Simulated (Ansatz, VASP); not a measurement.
Pb: VASP beside Ansatz

```xyz
1
Lattice="0.0000 2.4850 2.4850 2.4850 0.0000 2.4850 2.4850 2.4850 0.0000" Properties=species:S:1:pos:R:3 pbc="T T T"
Pb    0.0000    0.0000    0.0000
```

Alike in both runs: functional LDA; k mesh 15 × 15 × 15; occupations fermi-dirac, width 0.05 eV; no spin polarisation.

Ansatz relaxed the structure, and its values are those at the end. VASP's run is a single point on that final structure, the one shown.

```csv
,VASP,Ansatz
version,VASP 6.6.1,Ansatz 0.2.0
potentials or method,"VASP PAW LDA potentials, release 64 (Pb_d), cutoff 520 eV","all-electron LAPW, non-relativistic"
```

Ansatz gave:

```
pressure (GPa) : 0.0
```

Question: What did VASP give for the same quantities?

Answer: Pressure (GPa): -2.5.

LDA's correlation is that of Perdew and Zunger in VASP and of Perdew and Wang (1992) in Ansatz. Ansatz ran all-electron here, and VASP with PAW potentials.

Spin-orbit coupling is off throughout.
